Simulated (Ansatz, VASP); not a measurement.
## Mg3Si in VASP and in Ansatz

```xyz
4
Lattice="3.1511 0.0000 0.0000 -1.5756 2.7290 0.0000 0.0000 0.0000 9.5503" Properties=species:S:1:pos:R:3 pbc="T T T"
Mg    0.0000    1.8193    6.9378
Mg    0.0000    0.0000    0.0000
Mg    0.0000    1.8193    2.6126
Si    0.0000    0.0000    4.7752
```

Change from the starting cell: species swapped into the MgSc3 type (P-6m2, No. 187).

Alike in both runs: functional PBE; k mesh 18 × 18 × 6; occupations gaussian, width 0.1 eV; no spin polarisation.

Ansatz relaxed the structure, and its values are those at the end. VASP's run is a single point on that final structure, the one shown.

|  | VASP | Ansatz |
| --- | --- | --- |
| version | VASP 6.6.1 | Ansatz 0.2.0 |
| potentials or method | VASP PAW PBE potentials, release 64 (Mg, Si), cutoff 520 eV | scalar-relativistic, plane waves, PAW |
| valence electrons in the cell | 10 | 34 |

```csv
,VASP,Ansatz,Ansatz less VASP
gap on the k mesh at the Fermi level (eV),none,none,-
pressure (GPa),-0.1,0.0,+0.13
```

A gap of «none» marks a metal or a gap that the smearing closes. With one functional, cell and mesh, what is left measures potentials, basis and numerics. VASP's potentials hold 10 valence electrons a cell and Ansatz's 34, so a difference there can come from the potentials and not from the codes.
